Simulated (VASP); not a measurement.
Runs of VASP 6.6.1 on Be3Cd2O3. The structure is that of space group P3m1 (No. 156), or close to it. The cells are those of the table. 

```tsv
cell	k mesh	smearing	gap on the mesh (eV)	pressure (GPa)	largest force (eV/Å)
a = 2.768, b = 2.768, c = 15.663 Å, angles 90.0, 90.0, 120.0°, 8 atoms	6 × 6 × 1	gaussian 0.1 eV	none	0.2	0.24
a = 2.761, b = 2.761, c = 17.692 Å, angles 90.0, 90.0, 120.0°, 8 atoms	6 × 6 × 1	gaussian 0.1 eV	none	0.2	(b)
a = 2.768, b = 2.768, c = 15.663 Å, angles 90.0, 90.0, 120.0°, 8 atoms	7 × 7 × 2	gaussian 0.2 eV	none	0.5	(a)
a = 2.745, b = 2.745, c = 17.596 Å, angles 90.0, 90.0, 120.0°, 8 atoms	6 × 6 × 1	gaussian 0.1 eV	none	1.9	0.06
```

Alike in all rows: task single point; level PBE; potentials or basis VASP PAW PBE potentials, release 64 (Be, Cd, O); no spin polarisation; cutoff (eV) 600.

Q: Estimate the missing entries.

A: (a) 0.04; (b) 0.03.

Caveats: all runs use coarse meshes.

A k mesh can miss the band edges, and the runs leave out spin-orbit coupling on Cd.

A gap of «none» marks levels without a gap at the run's occupations.
